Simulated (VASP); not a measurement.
# AlNi (rocksalt type) (Fm-3m) in VASP: further runs, part 2 of 2

VASP 6.6.1. Earlier steps stand in the parts before.

## (5) Single point, PBE (volume scaled by 0.88, partial waves polarizable)

Input file INCAR:

```
SYSTEM = AlNi
  PREC = Accurate
  ENCUT = 520
  EDIFF = 1E-6
  ISMEAR = -1
  SIGMA = 0.1
  LREAL = .False.
  LASPH = .True.
  NELM = 80
  ALGO = Normal
  ISIF = 2
  LWAVE = .False.
  LCHARG = .True.
  GGA = PE
  LELF = .True.
  LVHAR = .True.
  NBANDS = 14
```

Input file KPOINTS:

```
Automatic mesh
0
Gamma
  15 15 15
  0 0 0
```

Input file POSCAR:

```
AlNi
1.0
    0.0000000000      2.3280875632      2.3280875632
    2.3280875632      0.0000000000      2.3280875632
    2.3280875632      2.3280875632      0.0000000000
Ni Al
1 1
Direct
    0.0000000000      0.0000000000      0.0000000000
    0.5000000000      0.5000000000      0.5000000000
```

Potentials or basis: VASP PAW PBE potentials, release 64 (Ni, Al).

On the command line:

```console
$ cat potpaw_PBE.64/Ni/POTCAR potpaw_PBE.64/Al/POTCAR > POTCAR
$ mpirun -np 1 vasp_std > vasp.out
```

OUTCAR:

```text
SYSTEM = AlNi
   PREC = Accurate
   ENCUT = 520
   EDIFF = 1E-6
   ISMEAR = -1
   LREAL = .False.
   LASPH = .True.
   NELM = 80
   ISIF = 2
   GGA = PE

 ion  position               nearest neighbor table
   1  0.000  0.000  0.000-   2 2.33   2 2.33   2 2.33   2 2.33   2 2.33   2 2.33
   2  0.500  0.500  0.500-   1 2.33   1 2.33   1 2.33   1 2.33   1 2.33   1 2.33

  LATTYP: Found a face centered cubic cell.
 ALAT       =     4.6561751264

  Lattice vectors:

 A1 = (   0.0000000000,   2.3280875632,   2.3280875632)
 A2 = (   2.3280875632,   0.0000000000,   2.3280875632)
 A3 = (   2.3280875632,   2.3280875632,   0.0000000000)

Analysis of symmetry for initial positions (statically):
=====================================================================
 Subroutine PRICEL returns:
 Original cell was already a primitive cell.

 Routine SETGRP: Setting up the symmetry group for a
 face centered cubic supercell.

 Subroutine GETGRP returns: Found 48 space group operations
 (whereof 48 operations were pure point group operations)
 out of a pool of 48 trial point group operations.

The static configuration has the point symmetry O_h .

Analysis of symmetry for dynamics (positions and initial velocities):
=====================================================================
 Subroutine PRICEL returns:
 Original cell was already a primitive cell.

 Routine SETGRP: Setting up the symmetry group for a
 face centered cubic supercell.

 Subroutine GETGRP returns: Found 48 space group operations
 (whereof 48 operations were pure point group operations)
 out of a pool of 48 trial point group operations.

The dynamic configuration has the point symmetry O_h .

 Subroutine INISYM returns: Found 48 space group operations
 (whereof 48 operations are pure point group operations),
 and found     1 'primitive' translations

----------------------------------------------------------------------------------------
[... 116 lines left out ...]
  Thomas-Fermi vector in A             =   2.442740
   LORBIT       =      0    0 simple, 1 ext, 2 COOP (PROOUT), +10 PAW based schemes
   GGA     = PE    functional components
   LHFCALC =     F    Hartree Fock is set to
   AEXX    =    0.0000 exact exchange contribution
   IVDW    =     0    specifies the selected vdW correction
   LEPSILON=     F    determine dielectric tensor
   LRPA    =     F    only Hartree local field effects (RPA)
 non-spin polarized calculation
  energy-cutoff  :      520.00
  volume of cell :       25.24
 maximum number of plane-waves:       692
   NGX = 13   NGY = 13   NGZ = 13

 number of electron      13.0000005 magnetization

 Free energy of the ion-electron system (eV)
  ---------------------------------------------------
  ext. energy  EPLUGINS =         0.00000000
  ---------------------------------------------------
  free energy    TOTEN  =        -9.13357875 eV

  energy without entropy =       -9.11020450  energy(sigma->0) =       -9.12189162

 E-fermi :   9.3191     XC(G=0): -11.7135

 val. band max:        9.2610617078   @ k =   0.4667   0.2000   0.0667
 cond. band min:       9.3768036618   @ k =   0.4667   0.2667   0.0000
 fundamental gap:      0.1157419540
 Fermi energy:         9.3190634282

 k-point     1 :       0.0000    0.0000    0.0000
  band No.  band energies     occupation
      1      -1.3547      2.00000
      2       6.8433      2.00000
      3       6.8433      2.00000
      4       6.8433      2.00000
      5       6.9476      2.00000
      6       6.9476      2.00000
      7      16.8043      0.00000
      8      16.8043      0.00000
      9      16.8043      0.00000
     10      20.3598      0.00000
     11      20.3598      0.00000
     12      20.3598      0.00000
     13      21.2077      0.00000
     14      25.2217      0.00000
[... 377 lines left out ...]
      1      -0.5163      2.00000
      2       6.5708      2.00000
      3       6.6325      2.00000
      4       6.9159      2.00000
      5       7.0198      2.00000
      6       7.1097      2.00000
      7      14.0240      0.00000
      8      14.7956      0.00000
      9      16.6901      0.00000
     10      18.2357      0.00000
     11      18.5902      0.00000
     12      22.3494      0.00000
     13      22.5807      0.00000
     14      25.0259      0.00000

 [... further k-points ...]
[... 5 lines left out ...]
  --------------------------------------------------------------------------------------
  -------------------------------------------------------------------------------------
  Total        2.8789567      2.8789567      2.8789567      0.0000000     -0.0000000      0.0000000
  in kB      182.7754186    182.7754186    182.7754186      0.0000000     -0.0000000      0.0000000
  external PRESSURE =     182.7754186 kB  Pullay stress =       0.0000000 kB

 VOLUME and BASIS-vectors are now :
 -----------------------------------------------------------------------------
  energy-cutoff  :      520.00
  volume of cell :       25.24
      direct lattice vectors                 reciprocal lattice vectors
     0.000000000  2.328087563  2.328087563    -0.214768554  0.214768554  0.214768554
     2.328087563  0.000000000  2.328087563     0.214768554 -0.214768554  0.214768554
     2.328087563  2.328087563  0.000000000     0.214768554  0.214768554 -0.214768554

 POSITION                                       TOTAL-FORCE (eV/Angst)
 -----------------------------------------------------------------------------------
      0.00000      0.00000      0.00000        -0.000000     -0.000000     -0.000000
      2.32809      2.32809      2.32809         0.000000      0.000000      0.000000
 -----------------------------------------------------------------------------------
    total drift:                                0.000000     -0.000000     -0.000000

  FREE ENERGIE OF THE ION-ELECTRON SYSTEM (eV)
  ---------------------------------------------------
  free  energy   TOTEN  =        -9.1335787470 eV

  energy  without entropy=       -9.1102044988  energy(sigma->0) =       -9.12189162
```

Run time: 10 s. Hardware: 1 thread of Intel Xeon 6975P-C (Granite Rapids), shared host; peak memory 0.17 GiB.

Results:

- Free energy: -9.1336 eV
- Pressure: 18.3 GPa

## (6) Single point, PBE (volume scaled by 0.94)

Input file INCAR:

```
SYSTEM = AlNi
ALGO     = Normal         ! electronic algorithm
EDIFF    = 1E-6           ! SCF threshold, eV
ENCUT    = 520            ! plane-wave cutoff, eV
GGA      = PE             ! functional
ISIF     = 2              ! what is computed and relaxed
ISMEAR   = -1             ! smearing method
LASPH    = .TRUE.         ! aspherical terms in the spheres
LCHARG   = .FALSE.        ! write CHGCAR
LREAL    = .FALSE.        ! projectors in reciprocal space
LWAVE    = .FALSE.        ! write WAVECAR
NBANDS   = 14             ! bands
NELM     = 60             ! most SCF steps
PREC     = Accurate       ! precision mode
SIGMA    = 0.1            ! smearing width, eV
```

Input file KPOINTS:

```
k-points
0
G
  15 15 15
  0 0 0
```

Input file POSCAR:

```
AlNi
1.0
    0.0000000000      2.3798396976      2.3798396976
    2.3798396976      0.0000000000      2.3798396976
    2.3798396976      2.3798396976      0.0000000000
Ni Al
1 1
Direct
    0.0000000000      0.0000000000      0.0000000000
    0.5000000000      0.5000000000      0.5000000000
```

Potentials or basis: VASP PAW PBE potentials, release 64 (Ni, Al).

On the command line:

```console
$ cat potpaw_PBE.64/Ni/POTCAR potpaw_PBE.64/Al/POTCAR > POTCAR
$ mpirun -np 1 vasp_std > vasp.out
```

OUTCAR:

```text
SYSTEM = AlNi
   EDIFF = 1E-6
   ENCUT = 520
   GGA = PE
   ISIF = 2
   ISMEAR = -1
   LASPH = .TRUE.
   LREAL = .FALSE.
   NELM = 60
   PREC = Accurate

 ion  position               nearest neighbor table
   1  0.000  0.000  0.000-   2 2.38   2 2.38   2 2.38   2 2.38   2 2.38   2 2.38
   2  0.500  0.500  0.500-   1 2.38   1 2.38   1 2.38   1 2.38   1 2.38   1 2.38

  LATTYP: Found a face centered cubic cell.
 ALAT       =     4.7596793952

  Lattice vectors:

 A1 = (   0.0000000000,   2.3798396976,   2.3798396976)
 A2 = (   2.3798396976,   0.0000000000,   2.3798396976)
[... 586 lines left out ...]
     11      17.3833      0.00000
     12      21.0782      0.00000
     13      21.2901      0.00000
     14      23.6183      0.00000

 [... further k-points ...]
[... 5 lines left out ...]
  --------------------------------------------------------------------------------------
  -------------------------------------------------------------------------------------
  Total        1.2776970      1.2776970      1.2776970     -0.0000000      0.0000000      0.0000000
  in kB       75.9390836     75.9390836     75.9390836     -0.0000000      0.0000000      0.0000000
  external PRESSURE =      75.9390836 kB  Pullay stress =       0.0000000 kB

 VOLUME and BASIS-vectors are now :
 -----------------------------------------------------------------------------
  energy-cutoff  :      520.00
  volume of cell :       26.96
      direct lattice vectors                 reciprocal lattice vectors
     0.000000000  2.379839698  2.379839698    -0.210098185  0.210098185  0.210098185
     2.379839698  0.000000000  2.379839698     0.210098185 -0.210098185  0.210098185
     2.379839698  2.379839698  0.000000000     0.210098185  0.210098185 -0.210098185

 POSITION                                       TOTAL-FORCE (eV/Angst)
 -----------------------------------------------------------------------------------
      0.00000      0.00000      0.00000         0.000000      0.000000     -0.000000
      2.37984      2.37984      2.37984         0.000000     -0.000000      0.000000
 -----------------------------------------------------------------------------------
    total drift:                               -0.000000     -0.000000      0.000000

  FREE ENERGIE OF THE ION-ELECTRON SYSTEM (eV)
  ---------------------------------------------------
  free  energy   TOTEN  =        -9.2710836426 eV

  energy  without entropy=       -9.2455323527  energy(sigma->0) =       -9.25830800
```

OSZICAR:

```text
N       E                     dE             d eps       ncg     rms          rms(c)
DAV:   1     0.421697735447E+02    0.42170E+02   -0.53850E+03  3408   0.938E+02
DAV:   2    -0.841364851257E+01   -0.50583E+02   -0.46091E+02  3660   0.175E+02
DAV:   3    -0.101751439778E+02   -0.17615E+01   -0.17451E+01  4212   0.368E+01
DAV:   4    -0.102002092933E+02   -0.25065E-01   -0.25058E-01  3932   0.398E+00
DAV:   5    -0.102009753776E+02   -0.76608E-03   -0.76607E-03  4296   0.752E-01    0.973E+00
DAV:   6    -0.117911437796E+02   -0.15902E+01   -0.30352E+01  3768   0.791E+01    0.131E+01
DAV:   7    -0.928942819215E+01    0.25017E+01   -0.92490E+00  3978   0.490E+01    0.972E-01
DAV:   8    -0.927926046955E+01    0.10168E-01   -0.20359E-01  4288   0.483E+00    0.899E-01
DAV:   9    -0.927128476944E+01    0.79757E-02   -0.30122E-02  4242   0.221E+00    0.161E-01
DAV:  10    -0.927108138558E+01    0.20338E-03   -0.10778E-03  4574   0.436E-01    0.518E-02
DAV:  11    -0.927108428959E+01   -0.29040E-05   -0.46083E-05  4910   0.582E-02    0.620E-03
DAV:  12    -0.927108364261E+01    0.64698E-06   -0.51577E-07  2952   0.751E-03
   1 F= -.92710836E+01 E0= -.92583080E+01  d E =-.255513E-01
```

stdout:

```text
POSCAR found type information on POSCAR NiAl
 POSCAR found :  2 types and       2 ions
 scaLAPACK will be used
 LDA part: xc-table for (Slater+PW92), standard interpolation
 POSCAR, INCAR and KPOINTS ok, starting setup
 FFT: planning ... GRIDC
 FFT: planning ... GRID_SOFT
 FFT: planning ... GRID
 WAVECAR not read
 entering main loop
```

Run time: 20 s. Hardware: 1 thread of Intel Xeon 6975P-C (Granite Rapids), shared host; peak memory 0.18 GiB.

Results:

```yaml
Free_energy: -9.2711 eV
Pressure: 7.6 GPa
```

## (7) The runs side by side

| cell | smearing | gap on the mesh (eV) | pressure (GPa) |
| --- | --- | --- | --- |
| a = 3.079 Å, angles 60.0°, 2 atoms | gaussian 0.005 eV | none | 72.4 |
| a = 3.189 Å, angles 60.0°, 2 atoms | fermi-dirac 0.1 eV | none | 39.4 |
| a = 3.292 Å, angles 60.0°, 2 atoms | fermi-dirac 0.1 eV | none | 18.3 |
| a = 3.366 Å, angles 60.0°, 2 atoms | fermi-dirac 0.1 eV | none | 7.6 |

Alike in all rows: task single point; level PBE; potentials or basis VASP PAW PBE potentials, release 64 (Ni, Al); no spin polarisation; k mesh 15 × 15 × 15; cutoff (eV) 520.

Total energies depend on the potentials used, so only differences within one code and one set of settings carry meaning.
